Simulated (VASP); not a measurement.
Runs of VASP 6.6.1 on Al. The structure is that of space group P6_3/mmc (No. 194), or close to it. The cells are those of the table. This isn't the form of Al at room conditions, which is fcc.

```tsv
task	cell	k mesh	cutoff (eV)	gap on the mesh (eV)	pressure (GPa)
single point	a = 2.822, b = 2.822, c = 9.262 Å, angles 90.0, 90.0, 120.0°, 4 atoms	12 × 12 × 4	520	none	-0.4
single point	a = 2.776, b = 2.776, c = 9.116 Å, angles 90.0, 90.0, 120.0°, 4 atoms	18 × 18 × 6	520	none	4.6
single point	a = 2.822, b = 2.822, c = 9.262 Å, angles 90.0, 90.0, 120.0°, 4 atoms	18 × 18 × 6	520	none	-0.3
single point	a = 2.738, b = 2.738, c = 8.993 Å, angles 90.0, 90.0, 120.0°, 4 atoms	18 × 18 × 6	520	none	9.5
single point	a = 2.593, b = 2.593, c = 8.498 Å, angles 90.0, 90.0, 120.0°, 4 atoms	18 × 18 × 6	520	none	(a)
single point	a = 2.679, b = 2.679, c = 8.791 Å, angles 90.0, 90.0, 120.0°, 4 atoms	18 × 18 × 6	520	none	(b)
relaxation of cell and atoms	relaxed to 10 GPa from a = 2.736, b = 2.736, c = 8.985 Å, angles 90.0, 90.0, 120.0°, 4 atoms	18 × 18 × 6	600	none	10.1
```

Alike in all rows: level r2SCAN; potentials or basis VASP PAW PBE potentials, release 64 (Al); no spin polarisation; smearing gaussian 0.1 eV.

Fill in the values left out.

(a) 39.4; (b) 19.5.

Caveats: the PAW data sets were made with another functional, which shifts forces and pressure a little; the cell stands under pressure (at least some runs); the cell is relaxed towards a set pressure, so the run minimises the enthalpy, not the energy (at least some runs).

A gap of «none» marks levels without a gap at the run's occupations.
